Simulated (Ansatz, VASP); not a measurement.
**One calculation of AlN, two programs**

```
CELL_PARAMETERS angstrom
3.11364 0.00000 0.00000
0.00000 4.98301 0.00000
0.00000 0.00000 30.38130
ATOMIC_POSITIONS crystal
Al 0.00000 0.99900 0.26332
Al 0.50000 0.49900 0.29290
Al 0.50000 0.99900 0.35207
Al 0.00000 0.49900 0.38166
Al 0.00000 0.99900 0.44083
Al 0.50000 0.49900 0.47041
Al 0.50000 0.99900 0.52959
Al 0.00000 0.49900 0.55917
Al 0.00000 0.99900 0.61834
Al 0.50000 0.49900 0.64793
Al 0.50000 0.99900 0.70710
Al 0.00000 0.49900 0.73668
N 0.00000 0.38100 0.26332
N 0.50000 0.88100 0.29290
N 0.50000 0.38100 0.35207
N 0.00000 0.88100 0.38166
N 0.00000 0.38100 0.44083
N 0.50000 0.88100 0.47041
N 0.50000 0.38100 0.52959
N 0.00000 0.88100 0.55917
N 0.00000 0.38100 0.61834
N 0.50000 0.88100 0.64793
N 0.50000 0.38100 0.70710
N 0.00000 0.88100 0.73668
```

Alike in both runs: task single point; functional PBEsol; k mesh 8 × 6 × 1; occupations gaussian, width 0.05 eV; no spin polarisation.

```csv
,VASP,Ansatz
version,VASP 6.6.1,Ansatz 0.2.0
potentials or method,"VASP PAW PBE potentials, release 64 (Al, N), cutoff 520 eV","plane-wave PAW, scalar-relativistic"
valence electrons in the cell,96,96
```

VASP gave:

```
gap on the k mesh at the Fermi level (eV) : 1.49
rms of the force components (eV/Å)        : 0.613
```

Question: Which values does Ansatz return?

Answer: gap on the k mesh at the Fermi level (eV): 1.50; rms of the force components (eV/Å): 0.616.

VASP's potentials were made for PBE, not for PBEsol, and Ansatz warns of the same on its side.
